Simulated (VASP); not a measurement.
Write the native input for VASP 6.6.1 that does the following.

- Task: single point
- Functional: r2SCANh
- Potentials or basis: VASP PAW PBE potentials, release 64 (Si, C)
- Cutoff: 580 eV
- k mesh: 1 × 1 × 1
- Occupations: gaussian, width 0.01 eV
- Spin: no spin polarisation
- Dipole correction: no
- Grid for exact exchange (PRECFOCK): Fast
- Further INCAR settings: LREAL = Auto; ALGO = Normal; EDIFF = 1e-06; NBANDS = 86
- Share of exact exchange: 0.1

The system is SiC.

```xyz
32
Lattice="-4.3797 4.3797 -4.3797 4.3797 4.3797 4.3797 4.3797 -4.3797 -4.3797" Properties=species:S:1:pos:R:3 pbc="T T T"
Si    3.2848   -3.2848   -3.2848
Si    3.2848   -1.0949   -1.0949
Si    3.2848    1.0949    1.0949
Si    3.2848    3.2848    3.2848
Si    1.0949   -1.0949   -3.2848
Si    1.0949    1.0949   -1.0949
Si    1.0949    3.2848    1.0949
Si    5.4746    1.0949   -1.0949
Si   -1.0949    1.0949   -3.2848
Si   -1.0949    3.2848   -1.0949
Si    3.2848    1.0949   -3.2848
Si    3.2848    3.2848   -1.0949
Si   -3.2848    3.2848   -3.2848
Si    1.0949    1.0949   -5.4746
Si    1.0949    3.2848   -3.2848
Si    1.0949    5.4746   -1.0949
C     0.0000    0.0000    0.0000
C     4.3797   -2.1899   -2.1899
C     4.3797    0.0000    0.0000
C     4.3797    2.1899    2.1899
C     2.1899   -2.1899   -4.3797
C     2.1899    0.0000   -2.1899
C     2.1899    2.1899    0.0000
C     2.1899    4.3797    2.1899
C     0.0000    0.0000   -4.3797
C     0.0000    2.1899   -2.1899
C     0.0000    4.3797    0.0000
C     4.3797    2.1899   -2.1899
C    -2.1899    2.1899   -4.3797
C    -2.1899    4.3797   -2.1899
C     2.1899    2.1899   -4.3797
C     2.1899    4.3797   -2.1899
```

The input as run:

POSCAR

```
SiC
1.0
   -4.3797049987      4.3797049987     -4.3797049987
    4.3797049987      4.3797049987      4.3797049987
    4.3797049987     -4.3797049987     -4.3797049987
Si C
16 16
Direct
    0.0000000000      0.0000000000      0.7500000000
    0.0000000000      0.2500000000      0.5000000000
    0.0000000000      0.5000000000      0.2500000000
    0.0000000000      0.7500000000      0.0000000000
    0.2500000000      0.0000000000      0.5000000000
    0.2500000000      0.2500000000      0.2500000000
    0.2500000000      0.5000000000      0.0000000000
    0.2500000000      0.7500000000      0.7500000000
    0.5000000000      0.0000000000      0.2500000000
    0.5000000000      0.2500000000      0.0000000000
    0.5000000000      0.5000000000      0.7500000000
    0.5000000000      0.7500000000      0.5000000000
    0.7500000000      0.0000000000      0.0000000000
    0.7500000000      0.2500000000      0.7500000000
    0.7500000000      0.5000000000      0.5000000000
    0.7500000000      0.7500000000      0.2500000000
    0.0000000000      0.0000000000      0.0000000000
    0.0000000000      0.2500000000      0.7500000000
    0.0000000000      0.5000000000      0.5000000000
    0.0000000000      0.7500000000      0.2500000000
    0.2500000000      0.0000000000      0.7500000000
    0.2500000000      0.2500000000      0.5000000000
    0.2500000000      0.5000000000      0.2500000000
    0.2500000000      0.7500000000      0.0000000000
    0.5000000000      0.0000000000      0.5000000000
    0.5000000000      0.2500000000      0.2500000000
    0.5000000000      0.5000000000      0.0000000000
    0.5000000000      0.7500000000      0.7500000000
    0.7500000000      0.0000000000      0.2500000000
    0.7500000000      0.2500000000      0.0000000000
    0.7500000000      0.5000000000      0.7500000000
    0.7500000000      0.7500000000      0.5000000000
```

INCAR.step1

```
SYSTEM = SiC
PREC = Accurate
ENCUT = 580
EDIFF = 1E-5
ISMEAR = 0
SIGMA = 0.01
LREAL = Auto
LASPH = .TRUE.
NELM = 120
ALGO = Normal
ISIF = 2
LWAVE = .TRUE.
LCHARG = .FALSE.
NBANDS = 86
GGA = PE
GGA_COMPAT = .FALSE.
```

INCAR.step2

```
SYSTEM = SiC
PREC = Accurate
ENCUT = 580
EDIFF = 1E-6
ISMEAR = 0
SIGMA = 0.01
LREAL = Auto
LASPH = .TRUE.
NELM = 120
ALGO = Normal
ISIF = 2
LWAVE = .FALSE.
LCHARG = .FALSE.
METAGGA = R2SCAN
LHFCALC = .TRUE.
AEXX = 0.1
LMIXTAU = .TRUE.
PRECFOCK = Fast
NBANDS = 86
ISTART = 1
GGA_COMPAT = .FALSE.
```

KPOINTS

```
regular mesh
0
G
  1 1 1
  0 0 0
```

Potentials or basis: VASP PAW PBE potentials, release 64 (Si, C).

The run is started by

```bash
$ cat potpaw_PBE.64/Si/POTCAR potpaw_PBE.64/C/POTCAR > POTCAR
$ cp INCAR.step1 INCAR
$ mpirun -np 1 vasp_gam > vasp.out
$ cp INCAR.step2 INCAR
$ mpirun -np 1 vasp_gam > vasp.out
```

It gave:

| Property | Result |
| --- | --- |
| Pressure | -4.0 GPa |
| Band gap on the k mesh | 2.36 eV |

Caveat: the k points lie up to 1.01 Å⁻¹ apart, too coarse for converged energies, forces and pressures; the PAW data sets were made with another functional, which shifts forces and pressure a little; an odd mesh through Γ misses points on the zone boundary, where band edges can lie.

Wall time 5.5 min on 1 thread of AMD EPYC 7R43 64-Core Processor (Zen 3) (shared host), peak memory 0.54 GiB.
